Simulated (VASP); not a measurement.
MgO (Periclase), 2 atoms in the cell. It takes space group Fm-3m (No. 225, cubic). Conventional cell: a = 4.204 Å, b = 4.204 Å, c = 4.204 Å, α = 90.00°, β = 90.00°, γ = 90.00°. Within 2.8 Å of Mg (site symmetry m-3m) lie 6 O at 2.10 Å. O (site symmetry m-3m) has 6 Mg at 2.10 Å within 2.8 Å. 

- Program: VASP 6.6.1
- Task: single point
- Functional: HSE06
- Potentials or basis: VASP PAW PBE potentials, release 64 (Mg, O)
- Cutoff: 520 eV
- k mesh: 8 × 8 × 8
- Occupations: gaussian, width 0.01 eV
- Spin: no spin polarisation
- Dipole correction: no
- Grid for exact exchange (PRECFOCK): Normal
- Further INCAR settings: ALGO = Normal; EDIFF = 1e-06; NBANDS = 11
- Screening parameter: 0.2079 1/Å

Potentials or basis: VASP PAW PBE potentials, release 64 (Mg, O).

Command:

```console
$ cat potpaw_PBE.64/Mg/POTCAR potpaw_PBE.64/O/POTCAR > POTCAR
$ cp INCAR.step1 INCAR
$ mpirun -np 1 vasp_std > vasp.out
$ cp INCAR.step2 INCAR
$ mpirun -np 1 vasp_std > vasp.out
```

Hardware: 1 thread of Intel(R) Xeon(R) 6975P-C (Granite Rapids), with other jobs on the host.

**Question.** How long does it take, and how much memory?

**Answer.** Wall time 21 min on 1 thread of Intel(R) Xeon(R) 6975P-C (Granite Rapids), on a shared host, peak memory 0.26 GiB. Counts: k points 29.
